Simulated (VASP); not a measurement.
The system is CdS.

```
Cd S
1.0
    -0.13845    2.70040    2.70040
     2.70040   -0.13845    2.70040
     2.70040    2.70040   -0.13845
Cd S
1 1
Cartesian
  0.0000 0.0000 0.0000
  2.6312 2.6312 2.6312
```

This cell differs from its parent crystal: epitaxial 111 strain +4.1%.

Base run:

* Program: VASP 6.6.1
* Functional: r2SCAN
* Potentials or basis: VASP PAW PBE potentials, release 64 (Cd_sv_GW, S)
* Cutoff: 700 eV
* k mesh: 8 × 8 × 8
* Occupations: fermi-dirac, width 0.02 eV
* Spin: no spin polarisation

Its results: band gap on the k mesh 0.60 eV (least direct gap 1.63 eV); pressure -3.5 GPa.

Question: The run is repeated on the same cell with these changes: functional from r2SCAN to PBE; cutoff from 700 eV to 630 eV. What comes out?

Answer: Band gap on the k mesh 0.12 eV (least direct gap 1.04 eV); pressure -1.7 GPa.

Caveats: the structure was generated, so it needn't be the stable form of CdS; semilocal functionals underestimate gaps, and a narrow one can read as zero; the cell stands under tension (at least some runs); the PAW data sets were made with another functional, which shifts forces and pressure a little (at least some runs).

A k mesh can miss the band edges.
